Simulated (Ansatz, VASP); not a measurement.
# Two plane-wave programs on CaSe

```
CELL_PARAMETERS angstrom
0.00000 2.89868 2.89868
2.89868 0.00000 2.89868
2.89868 2.89868 0.00000
ATOMIC_POSITIONS crystal
Ca 0.00000 0.00000 0.00000
Se 0.50000 0.50000 0.50000
```

Alike in both runs: task single point; functional PBEsol; k mesh 8 × 8 × 8; occupations gaussian, width 0.02 eV; no spin polarisation.

|  | VASP | Ansatz |
| --- | --- | --- |
| version | VASP 6.6.1 | Ansatz 0.2.0 |
| potentials or method | VASP PAW PBE potentials, release 64 (Ca_sv, Se), cutoff 500 eV | scalar-relativistic, plane waves, PAW |
| valence electrons in the cell | 16 | 26 |

VASP gave:

* gap on the k mesh at the Fermi level (eV): 1.76
* least direct gap on the mesh (eV): 2.77
* pressure (GPa): 2.3

Problem. Which values does Ansatz return?

Solution. gap on the k mesh at the Fermi level (eV): 1.78; least direct gap on the mesh (eV): 2.78; pressure (GPa): 2.1.

VASP's potentials were made for PBE, not for PBEsol. VASP's potentials hold 16 valence electrons a cell and Ansatz's 26, so a difference there can come from the potentials and not from the codes.
